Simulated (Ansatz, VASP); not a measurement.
# ZnSe: VASP beside Ansatz

POSCAR

```
ZnSe
1.0
    0.0000000000      2.7147660291      2.7147660291
    2.7147660291      0.0000000000      2.7147660291
    2.7147660291      2.7147660291      0.0000000000
Zn Se
1 1
Direct
    0.0000000000      0.0000000000      0.0000000000
    0.2500000000      0.2500000000      0.2500000000
```

Contents of INCAR.step1:

```
SYSTEM = ZnSe
ALGO = Normal
EDIFF = 1E-4
ENCUT = 520
GGA = PE
ISMEAR = 0
LASPH = .True.
LCHARG = .False.
LREAL = .False.
LWAVE = .True.
NBANDS = 16
NELM = 100
PREC = Accurate
SIGMA = 0.02
```

Contents of INCAR.step2:

```
SYSTEM = ZnSe
ALGO = Normal
EDIFF = 1E-6
ENCUT = 520
ISIF = 2
ISMEAR = 0
ISTART = 1
LASPH = .True.
LCHARG = .True.
LELF = .True.
LMIXTAU = .True.
LREAL = .False.
LVHAR = .True.
LWAVE = .False.
METAGGA = R2SCAN
NBANDS = 16
NELM = 100
PREC = Accurate
SIGMA = 0.02
```

KPOINTS

```
k-points
0
Gamma
  8 8 8
  0 0 0
```

Input for Ansatz:

```yaml
crystal:
  lattice:
    - [0.0, 2.7147660291, 2.7147660291]
    - [2.7147660291, 0.0, 2.7147660291]
    - [2.7147660291, 2.7147660291, 0.0]
  atoms:
    - { symbol: Zn, position: [0.0, 0.0, 0.0] }
    - { symbol: Se, position: [0.25, 0.25, 0.25] }
basis:
  ecutwfc: 500
kpoints:
  mp_grid: { grid: [8, 8, 8] }
hamiltonian:
  xc: r2scan
scf:
  occupations: { method: gaussian, width: 0.02 }
output:
  forces: true
  stress: true
  eigenvalues: true
```

Alike in both runs: task single point; functional r2SCAN; k mesh 8 × 8 × 8; occupations gaussian, width 0.02 eV; no spin polarisation.

|  | VASP | Ansatz |
| --- | --- | --- |
| version | VASP 6.6.1 | Ansatz 0.2.0 |
| potentials or method | VASP PAW PBE potentials, release 64 (Zn, Se), cutoff 520 eV | scalar-relativistic, plane waves, PAW |
| valence electrons in the cell | 18 | 28 |

```tsv
	VASP	Ansatz	Ansatz less VASP
gap on the k mesh at the Fermi level (eV)	2.45	2.44	-0.014
least direct gap on the mesh (eV)	2.45	2.44	-0.014
pressure (GPa)	11.2	11.1	-0.19
```

VASP's potentials were made for PBE, not for r2SCAN. VASP's potentials hold 18 valence electrons a cell and Ansatz's 28, so a difference there can come from the potentials and not from the codes.
